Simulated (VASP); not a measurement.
Wanted: the native input for a VASP 6.6.1 run.

```yaml
Task: single point
Functional: PBE
Potentials_or_basis: VASP PAW PBE potentials, release 64 (K_sv, Br)
Cutoff: 520 eV
k_mesh: 4 × 4 × 4
Occupations: gaussian, width 0.05 eV
Spin: no spin polarisation
Dipole_correction: no
Further_INCAR_settings: ALGO = Normal; EDIFF = 1e-06; NBANDS = 42
```

The structure of KBr lies in POSCAR:

```
KBr
1.0
    6.6995574579      0.0000000000      0.0000000000
    0.0000000000     -6.6995574579      0.0000000000
    0.0000000000      0.0000000000     -6.6995574579
K Br
4 4
Direct
    0.0000000000      1.0000000000      1.0000000000
    0.5000000000      0.5000000000      1.0000000000
    0.5000000000      1.0000000000      0.5000000000
    0.0000000000      0.5000000000      0.5000000000
    0.5000000000      0.0000000000      0.0000000000
    0.0000000000      0.5000000000      0.0000000000
    0.0000000000      0.0000000000      0.5000000000
    0.5000000000      0.5000000000      0.5000000000
```

One way to write it, as run:

INCAR

```
SYSTEM = KBr
PREC     = Accurate       ! precision mode
ENCUT    = 520            ! plane-wave cutoff, eV
EDIFF    = 1E-6           ! SCF threshold, eV
ISMEAR   = 0              ! smearing method
SIGMA    = 0.05           ! smearing width, eV
LREAL    = .False.        ! projectors in reciprocal space
LASPH    = .True.         ! aspherical terms in the spheres
NELM     = 100            ! most SCF steps
ALGO     = Normal         ! electronic algorithm
ISIF     = 2              ! what is computed and relaxed
LWAVE    = .False.        ! write WAVECAR
LCHARG   = .False.        ! write CHGCAR
GGA      = PE             ! functional
NBANDS   = 42             ! bands
```

KPOINTS

```
Automatic mesh
0
Gamma
  4 4 4
  0 0 0
```

Potentials or basis: VASP PAW PBE potentials, release 64 (K_sv, Br).

Run with:

```console
$ cat potpaw_PBE.64/K_sv/POTCAR potpaw_PBE.64/Br/POTCAR > POTCAR
$ mpirun -np 1 vasp_std > vasp.out
```

It gave:

* Pressure: 0.1 GPa
* Band gap on the k mesh: 4.32 eV

Run time: 110 s on 1 thread of AMD EPYC 7R13 Processor (Zen 3), with other jobs on the host, peak memory 0.35 GiB.
